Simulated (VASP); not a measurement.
# Mo (R-3m) in VASP: a series of runs

The runs below take Mo through single point, relaxation of cell and atoms, with PBEsol.

Program: VASP 6.6.1. These are calculated values, not measurements. Logs are shortened: lines on timing, memory, paths and dates and some standing lists are left out, and cuts for length are marked.

## 1. The cell of the first run

Symmetry: R-3m, No. 166, trigonal system. The conventional cell has a = 2.977 Å, b = 2.977 Å, c = 6.143 Å, α = 90.00°, β = 90.00°, γ = 120.00°. Within 3.5 Å of Mo (site symmetry -3m) lie 12 Mo at 2.67 to 2.98 Å.

## 2. Single point, PBEsol

File INCAR:

```
SYSTEM = Mo
PREC     = Accurate       ! precision mode
ENCUT    = 520            ! plane-wave cutoff, eV
EDIFF    = 1E-7           ! SCF threshold, eV
ISMEAR   = 0              ! smearing method
SIGMA    = 0.1            ! smearing width, eV
LREAL    = .FALSE.        ! projectors in reciprocal space
LASPH    = .TRUE.         ! aspherical terms in the spheres
NELM     = 100            ! most SCF steps
ALGO     = Normal         ! electronic algorithm
ISIF     = 2              ! what is computed and relaxed
LWAVE    = .FALSE.        ! write WAVECAR
LCHARG   = .FALSE.        ! write CHGCAR
GGA      = PS             ! functional
NBANDS   = 28             ! bands
```

File KPOINTS:

```
regular mesh
0
G
  18 18 7
  0 0 0
```

File POSCAR:

```
Mo
1.0
    2.9773706320      0.0000000000      0.0000000000
   -1.4886853160      2.5784786038      0.0000000000
    0.0000000000      0.0000000000      6.1427787763
Mo
3
Direct
    0.0000000000      0.0000000000      0.0000000000
    0.3333333333      0.6666666667      0.3333333333
    0.6666666667      0.3333333333      0.6666666667
```

Potentials or basis: VASP PAW PBE potentials, release 64 (Mo_sv).

Command:

```bash
> cat potpaw_PBE.64/Mo_sv/POTCAR > POTCAR
> mpirun -np 1 vasp_std > vasp.out
```

OUTCAR:

```text
SYSTEM = Mo
   PREC = Accurate
   ENCUT = 520
   EDIFF = 1E-7
   ISMEAR = 0
   LREAL = .FALSE.
   LASPH = .TRUE.
   NELM = 100
   ISIF = 2
   GGA = PS

 ion  position               nearest neighbor table
   1  0.000  0.000  0.000-   2 2.67   3 2.67   3 2.67   2 2.67   3 2.67   2 2.67
   2  0.333  0.667  0.333-   1 2.67   1 2.67   1 2.67   3 2.67   3 2.67   3 2.67
   3  0.667  0.333  0.667-   1 2.67   1 2.67   1 2.67   2 2.67   2 2.67   2 2.67

  LATTYP: Found a hexagonal cell.
 ALAT       =     2.9773706320
 C/A-ratio  =     2.0631555609

  Lattice vectors:

 A1 = (   2.9773706320,   0.0000000000,   0.0000000000)
 A2 = (  -1.4886853160,   2.5784786038,   0.0000000000)
 A3 = (   0.0000000000,   0.0000000000,   6.1427787763)

Analysis of symmetry for initial positions (statically):
=====================================================================
 Subroutine PRICEL returns following result:

  LATTYP: Found a trigonal (rhomboedric) cell.
 ALAT       =     2.6734899943
 COS(alpha) =     0.3798758013

  Lattice vectors:

 A1 = (   1.4886853157,   0.8594928681,  -2.0475929258)
 A2 = (   0.0000000001,  -1.7189857360,  -2.0475929252)
 A3 = (  -1.4886853159,   0.8594928678,  -2.0475929252)

   3 primitive cells build up your supercell.

 Routine SETGRP: Setting up the symmetry group for a
 hexagonal supercell.

 Subroutine GETGRP returns: Found 12 space group operations
 (whereof 12 operations were pure point group operations)
 out of a pool of 24 trial point group operations.

The static configuration has the point symmetry D_3d.

Analysis of symmetry for dynamics (positions and initial velocities):
=====================================================================
 Subroutine PRICEL returns following result:

  LATTYP: Found a trigonal (rhomboedric) cell.
 ALAT       =     2.6734899943
 COS(alpha) =     0.3798758013

  Lattice vectors:

 A1 = (   1.4886853157,   0.8594928681,  -2.0475929258)
 A2 = (   0.0000000001,  -1.7189857360,  -2.0475929252)
 A3 = (  -1.4886853159,   0.8594928678,  -2.0475929252)

   3 primitive cells build up your supercell.

 Routine SETGRP: Setting up the symmetry group for a
 hexagonal supercell.

 Subroutine GETGRP returns: Found 12 space group operations
 (whereof 12 operations were pure point group operations)
 out of a pool of 24 trial point group operations.

The dynamic configuration has the point symmetry D_3d.

 Subroutine INISYM returns: Found 12 space group operations
 (whereof 12 operations are pure point group operations),
 and found     3 'primitive' translations

----------------------------------------------------------------------------------------

                                     Primitive cell

  volume of cell :      15.7195

  direct lattice vectors                    reciprocal lattice vectors
     1.488685316  0.859492868 -2.047592926     0.335866818  0.193912798 -0.162792774
     0.000000000 -1.718985736 -2.047592925    -0.000000000 -0.387825595 -0.162792774
    -1.488685316  0.859492868 -2.047592925    -0.335866818  0.193912798 -0.162792774

  length of vectors
     2.673489994  2.673489994  2.673489994     0.420606919  0.420606919  0.420606919

  position of ions in fractional coordinates (direct lattice)
     0.000000000  0.000000000  0.000000000

  ion indices of the primitive-cell ions
   primitive index   ion index
                 1           1

----------------------------------------------------------------------------------------

 KPOINTS: regular mesh

Automatic generation of k-mesh.
 Grid dimensions read from file:
 generate k-points for:   18   18    7

 Generating k-lattice:

  Cartesian coordinates                     Fractional coordinates (reciprocal lattice)
     0.018659268  0.010772933  0.000000000     0.055555556  0.000000000  0.000000000
     0.000000000  0.021545866  0.000000000     0.000000000  0.055555556  0.000000000
     0.000000000  0.000000000  0.023256111     0.000000000  0.000000000  0.142857143

  Length of vectors
     0.021545866  0.021545866  0.023256111

  Shift w.r.t. Gamma in fractional coordinates (k-lattice)
     0.000000000  0.000000000  0.000000000

 Subroutine IBZKPT returns following result:
 ===========================================

 Found    229 irreducible k-points:

 Following reciprocal coordinates:
            Coordinates               Weight
  0.000000  0.000000  0.000000      1.000000
  0.055556 -0.000000  0.000000      6.000000
  0.111111 -0.000000  0.000000      6.000000
  0.166667 -0.000000  0.000000      6.000000
  0.222222 -0.000000  0.000000      6.000000
  0.277778 -0.000000  0.000000      6.000000
[... 16 lines left out ...]
  0.333333  0.111111  0.000000     12.000000
  0.388889  0.111111  0.000000     12.000000
 [... further k-points ...]
   k-points           NKPTS =    229   k-points in BZ     NKDIM =    229   number of bands    NBANDS=     28
   number of dos      NEDOS =    301   number of ions     NIONS =      3
   total plane-waves  NPLWV =  27648
   dimension x,y,z NGX =    24 NGY =   24 NGZ =   48
   dimension x,y,z NGXF=    48 NGYF=   48 NGZF=   96
   ions per type =               3
   NGX,Y,Z   is equivalent  to a cutoff of  13.40, 13.40, 12.99 a.u.
   NGXF,Y,Z  is equivalent  to a cutoff of  26.80, 26.80, 25.98 a.u.
 SYSTEM =  Mo
   PREC   = accura    normal or accurate (medium, high low for compatibility)
   ISTART =      0    job   : 0-new  1-cont  2-samecut
   ICHARG =      2    charge: 1-file 2-atom 10-const
   ISPIN  =      1    spin polarized calculation?
   LNONCOLLINEAR =      F non collinear calculations
   LSORBIT =      F    spin-orbit coupling
   LASPH  =      T    aspherical Exc in radial PAW
   ENCUT  =  520.0 eV  38.22 Ry    6.18 a.u.   5.54  5.54 11.42*2*pi/ulx,y,z
   NELM   =    100;   NELMIN=  2; NELMDL= -5     # of ELM steps
   EDIFF  = 0.1E-06   stopping-criterion for ELM
   LREAL  =      F    real-space projection
   EDIFFG = 0.1E-05   stopping-criterion for IOM
   NSW    =      0    number of steps for IOM
   IBRION =     -1    ionic relax: 0-MD 1-quasi-New 2-CG
   NFREE  =      0    steps in history (QN), initial steepest desc. (CG)
   ISIF   =      2    stress and relaxation
   ISYM   =      2    0-nonsym 1-usesym 2-fastsym
   POTIM  = 0.5000    time-step for ionic-motion
   TEBEG  =    0.0;   TEEND  =   0.0 temperature during run
   PSTRESS=    0.0 pullay stress
   NELECT =      42.0000    total number of electrons
   NUPDOWN=      -1.0000    fix difference up-down
   EMIN   =  10.00;   EMAX   =-10.00  energy-range for DOS
   EFERMI =   0.00;   METHOD = LEGACY
   ISMEAR =     0;   SIGMA  =   0.10  broadening in eV -4-tet -1-fermi 0-gaus
   EFERMI_NEDOS =   21; number of points for ismear=-14 and -15
   IALGO  =     38    algorithm
   IMIX   =      4    mixing-type and parameters
     AMIX     =   0.40;   BMIX     =  1.00
     AMIX_MAG =   1.60;   BMIX_MAG =  1.00
  volume/ion in A,a.u.               =      15.72       106.08
  Fermi-wavevector in a.u.,A,eV,Ry     =   1.575086  2.976480 33.754621  2.480895
  Thomas-Fermi vector in A             =   2.676122
   LORBIT       =      0    0 simple, 1 ext, 2 COOP (PROOUT), +10 PAW based schemes
   GGA     = PS    functional components
   LHFCALC =     F    Hartree Fock is set to
   AEXX    =    0.0000 exact exchange contribution
   IVDW    =     0    specifies the selected vdW correction
   LEPSILON=     F    determine dielectric tensor
   LRPA    =     F    only Hartree local field effects (RPA)
 non-spin polarized calculation
 Gauss-broadening in eV      SIGMA  =   0.10
  energy-cutoff  :      520.00
  volume of cell :       47.16
 maximum number of plane-waves:      1301
 NGX is ok and might be reduce to    24
   NGX = 11   NGY = 11   NGZ = 23

 number of electron      42.0000004 magnetization

 Free energy of the ion-electron system (eV)
  ---------------------------------------------------
  ext. energy  EPLUGINS =         0.00000000
  ---------------------------------------------------
  free energy    TOTEN  =       -34.20107646 eV

  energy without entropy =      -34.18770504  energy(sigma->0) =      -34.19439075

 E-fermi :  12.2165     XC(G=0): -13.4648

 val. band max:       12.2083068815   @ k =   0.3333   0.0556   0.2857
 cond. band min:      12.2170201199   @ k =   0.2778   0.0556   0.1429
 fundamental gap:      0.0087132384
 Fermi energy:        12.2164599388

 k-point     1 :       0.0000    0.0000    0.0000
  band No.  band energies     occupation
      1     -48.7561      2.00000
      2     -48.4353      2.00000
      3     -48.4353      2.00000
      4     -23.2021      2.00000
      5     -23.2021      2.00000
      6     -22.4280      2.00000
[... 20 lines left out ...]
     27      14.6382      0.00000
     28      14.6382      0.00000

 k-point     2 :       0.0556   -0.0000    0.0000
  band No.  band energies     occupation
      1     -48.7508      2.00000
      2     -48.4343      2.00000
      3     -48.4341      2.00000
      4     -23.2055      2.00000
      5     -23.2044      2.00000
      6     -22.4708      2.00000
[... 20 lines left out ...]
     27      14.3478      0.00000
     28      14.6541      0.00000

 k-point     3 :       0.1111   -0.0000    0.0000
  band No.  band energies     occupation
      1     -48.7353      2.00000
      2     -48.4320      2.00000
      3     -48.4304      2.00000
      4     -23.2183      2.00000
      5     -23.2107      2.00000
      6     -22.5205      2.00000
[... 20 lines left out ...]
     27      14.3736      0.00000
     28      15.2233      0.00000

 k-point     4 :       0.1667   -0.0000    0.0000
  band No.  band energies     occupation
      1     -48.7107      2.00000
      2     -48.4295      2.00000
      3     -48.4245      2.00000
      4     -23.2439      2.00000
      5     -23.2214      2.00000
      6     -22.5749      2.00000
[... 20 lines left out ...]
     27      14.4376      0.00000
     28      15.9155      0.00000

 k-point     5 :       0.2222   -0.0000    0.0000
  band No.  band energies     occupation
      1     -48.6788      2.00000
      2     -48.4284      2.00000
      3     -48.4168      2.00000
      4     -23.2831      2.00000
      5     -23.2382      2.00000
      6     -22.6302      2.00000
[... 20 lines left out ...]
     27      14.5588      0.00000
     28      16.3893      0.00000

 k-point     6 :       0.2778   -0.0000    0.0000
  band No.  band energies     occupation
      1     -48.6419      2.00000
      2     -48.4305      2.00000
      3     -48.4084      2.00000
      4     -23.3319      2.00000
      5     -23.2594      2.00000
      6     -22.6826      2.00000
[... 463 lines left out ...]
      5     -23.2710      2.00000
      6     -22.6992      2.00000
[... 20 lines left out ...]
     27      15.2720      0.00000
     28      15.3160      0.00000

 k-point    22 :       0.2778    0.1111    0.0000
  band No.  band energies     occupation
      1     -48.5924      2.00000
      2     -48.4321      2.00000
      3     -48.4046      2.00000
      4     -23.3562      2.00000
      5     -23.2781      2.00000
      6     -22.8270      2.00000
[... 20 lines left out ...]
     27      15.7043      0.00000
     28      15.7058      0.00000

 k-point    23 :       0.3333    0.1111    0.0000
  band No.  band energies     occupation
      1     -48.5545      2.00000
      2     -48.4444      2.00000
      3     -48.3988      2.00000
      4     -23.3903      2.00000
      5     -23.2702      2.00000
      6     -22.9676      2.00000
[... 20 lines left out ...]
     27      15.9870      0.00000
     28      16.2244      0.00000

 k-point    24 :       0.3889    0.1111    0.0000
  band No.  band energies     occupation
      1     -48.5192      2.00000
      2     -48.4631      2.00000
      3     -48.3950      2.00000
      4     -23.4130      2.00000
      5     -23.2389      2.00000
      6     -23.0871      2.00000
[... 20 lines left out ...]
     27      16.1042      0.00000
     28      16.9031      0.00000

 [... further k-points ...]
[... 5 lines left out ...]
  --------------------------------------------------------------------------------------
  -------------------------------------------------------------------------------------
  Total        0.1368315      0.1368315      0.1772551      0.0000000      0.0000000     -0.0000000
  in kB        4.6487411      4.6487411      6.0221020      0.0000000      0.0000000     -0.0000000
  external PRESSURE =       5.1065281 kB  Pullay stress =       0.0000000 kB

 VOLUME and BASIS-vectors are now :
 -----------------------------------------------------------------------------
  energy-cutoff  :      520.00
  volume of cell :       47.16
      direct lattice vectors                 reciprocal lattice vectors
     2.977370632  0.000000000  0.000000000     0.335866818  0.193912798  0.000000000
    -1.488685316  2.578478604  0.000000000     0.000000000  0.387825595  0.000000000
     0.000000000  0.000000000  6.142778776     0.000000000  0.000000000  0.162792774

 POSITION                                       TOTAL-FORCE (eV/Angst)
 -----------------------------------------------------------------------------------
      0.00000      0.00000      0.00000         0.000000     -0.000000      0.000000
     -0.00000      1.71899      2.04759        -0.000000      0.000000     -0.000000
      1.48869      0.85949      4.09519         0.000000     -0.000000      0.000000
 -----------------------------------------------------------------------------------
    total drift:                               -0.000000      0.000000     -0.000000

  FREE ENERGIE OF THE ION-ELECTRON SYSTEM (eV)
  ---------------------------------------------------
  free  energy   TOTEN  =       -34.2010764558 eV

  energy  without entropy=      -34.1877050401  energy(sigma->0) =      -34.19439075
```

Run time: 3.6 min. Hardware: 1 thread of Intel Xeon Platinum 8375C at 2.90GHz (Ice Lake), shared host; peak memory 0.34 GiB.

Results:

* Free energy: -34.2011 eV
* Pressure: 0.5 GPa
* Band gap on the k mesh: zero (band 21 reaches 13.05 eV, above the bottom of band 22 at 11.45 eV)

Levels at points of the mesh, in eV from the Fermi level:
```csv
k point,band 18,band 19,band 20,band 21,band 22,band 23,band 24,band 25
"(0.00, 0.00, 0.00)",-1.28,-1.28,-1.28,-1.28,0.54,0.54,0.93,2.13
"(0.50, 0.00, 0.00)",-1.48,-1.20,-1.20,-0.54,-0.54,2.83,2.83,3.22
```

Caveat: the PAW data sets were made with another functional, which shifts forces and pressure a little.

## 3. Relaxation of cell and atoms, PBEsol

This run uses another cell than the first one, of 15.62 Å³/atom, 0.994 times its volume.

File INCAR:

```
SYSTEM = Mo
PREC = Accurate
ENCUT = 600
EDIFF = 1E-7
ISMEAR = 0
SIGMA = 0.1
LREAL = .False.
LASPH = .True.
NELM = 100
ALGO = Normal
ISIF = 3
LWAVE = .False.
LCHARG = .False.
GGA = PS
IBRION = 2
NSW = 65
EDIFFG = -0.01
```

File KPOINTS:

```
Automatic mesh
0
Gamma
  18 18 7
  0 0 0
```

File POSCAR:

```
Mo
1.0
    2.7299939019      0.0000000000      0.0000000000
   -1.3649969510      2.3642440712      0.0000000000
    0.0000000000      0.0000000000      7.2591514442
Mo
3
Direct
    0.0000000000      0.0000000000      0.0000000000
    0.3333333333      0.6666666667      0.3333333333
    0.6666666667      0.3333333333      0.6666666667
```

Potentials or basis: VASP PAW PBE potentials, release 64 (Mo_sv).

Command:

```bash
> cat potpaw_PBE.64/Mo_sv/POTCAR > POTCAR
> mpirun -np 1 vasp_std > vasp.out
```

Run time: 35 min. Hardware: 1 thread of Intel Xeon Platinum 8259CL at 2.50GHz (Skylake/Cascade Lake), shared host; peak memory 0.4 GiB.

It converged, with:

* Free energy: -34.0444 eV
* Relaxed volume: 15.56 Å³/atom
* Relaxed cell: a = 2.794 Å, b = 2.794 Å, c = 6.908 Å, α = 90.00°, β = 90.00°, γ = 120.00°
* Space group after relaxing (to 0.05 Å): Fm-3m (No. 225)
* Energy gained by relaxing: 5.9 meV/atom
* Ionic steps: 15
* Pressure after relaxing: -0.1 GPa
* Band gap on the k mesh: zero (band 21 reaches 13.38 eV, above the bottom of band 22 at 11.47 eV)

Step by step:
```tsv
step	energy change (eV)	largest force (eV/Å)	pressure (GPa)	volume (Å³)
1	0.0000	0.0000	0.47	46.85
2	-0.0120	0.0000	-1.85	47.16
3	-0.0120	0.0000	-1.86	47.16
4	-0.0085	0.0000	3.70	46.10
5	-0.0150	0.0000	0.27	46.74
6	-0.0154	0.0000	0.08	46.76
7	-0.0163	0.0000	-0.35	46.80
8	-0.0169	0.0000	-1.06	46.87
9	-0.0170	0.0000	-0.84	46.85
10	-0.0171	0.0000	-0.78	46.84
11	-0.0173	0.0000	-0.59	46.79
12	-0.0175	0.0000	-0.17	46.71
13	-0.0175	0.0000	-0.20	46.71
14	-0.0175	0.0000	-0.16	46.70
15	-0.0176	0.0000	-0.06	46.69
```

Final structure:
```
CELL_PARAMETERS angstrom
2.79360 0.00000 0.00000
-1.39680 2.41933 0.00000
0.00000 0.00000 6.90773
ATOMIC_POSITIONS crystal
Mo 0.00000 0.00000 0.00000
Mo 0.33333 0.66667 0.33333
Mo 0.66667 0.33333 0.66667
```

Levels at points of the mesh, in eV from the Fermi level:
```csv
k point,band 18,band 19,band 20,band 21,band 22,band 23,band 24,band 25
"(0.00, 0.00, 0.00)",-0.70,-0.58,-0.58,-0.58,-0.58,-0.51,-0.51,2.04
"(0.50, 0.00, 0.00)",-2.01,-0.28,-0.28,0.06,0.06,4.16,4.19,4.37
```

Caveat: the PAW data sets were made with another functional, which shifts forces and pressure a little.
